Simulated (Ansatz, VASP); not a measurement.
**One calculation of AlN, two programs**

INCAR

```
SYSTEM = AlN
  PREC = Accurate
  ENCUT = 600
  EDIFF = 1E-6
  ISMEAR = 0
  SIGMA = 0.02
  LREAL = .FALSE.
  LASPH = .TRUE.
  NELM = 120
  ALGO = Normal
  ISIF = 2
  LWAVE = .FALSE.
  LCHARG = .FALSE.
  GGA = PE
  NBANDS = 11
  GGA_COMPAT = .FALSE.
```

KPOINTS

```
regular mesh
0
G
  10 10 10
  0 0 0
```

Contents of POSCAR:

```
AlN
1.0
    0.0000000000      2.1334526207      2.1334526207
    2.1334526207      0.0000000000      2.1334526207
    2.1334526207      2.1334526207      0.0000000000
Al N
1 1
Direct
    0.0000000000      0.0000000000      0.0000000000
    0.7500000000      0.7500000000      0.7500000000
```

Input for Ansatz:

```yaml
crystal:
  lattice:
    - [0.0, 2.1334526207, 2.1334526207]
    - [2.1334526207, 0.0, 2.1334526207]
    - [2.1334526207, 2.1334526207, 0.0]
  atoms:
    - { symbol: Al, position: [0.0, 0.0, 0.0] }
    - { symbol: "N", position: [0.75, 0.75, 0.75] }
basis:
  ecutwfc: 420
kpoints:
  mp_grid: { grid: [10, 10, 10] }
hamiltonian:
  xc: pbe
scf:
  occupations: { method: gaussian, width: 0.02 }
output:
  forces: true
  stress: true
  eigenvalues: true
```

Alike in both runs: task single point; functional PBE; k mesh 10 × 10 × 10; occupations gaussian, width 0.02 eV; no spin polarisation.

```csv
,VASP,Ansatz
version,VASP 6.6.1,Ansatz 0.2.0
potentials or method,"VASP PAW PBE potentials, release 64 (Al, N), cutoff 600 eV","scalar-relativistic, plane waves, PAW"
valence electrons in the cell,8,8
```

|  | VASP | Ansatz | Ansatz less VASP |
| --- | --- | --- | --- |
| gap on the k mesh at the Fermi level (eV) | 3.35 | 3.36 | +0.008 |
| least direct gap on the mesh (eV) | 4.83 | 4.82 | -0.016 |
| pressure (GPa) | 21.5 | 21.8 | +0.34 |
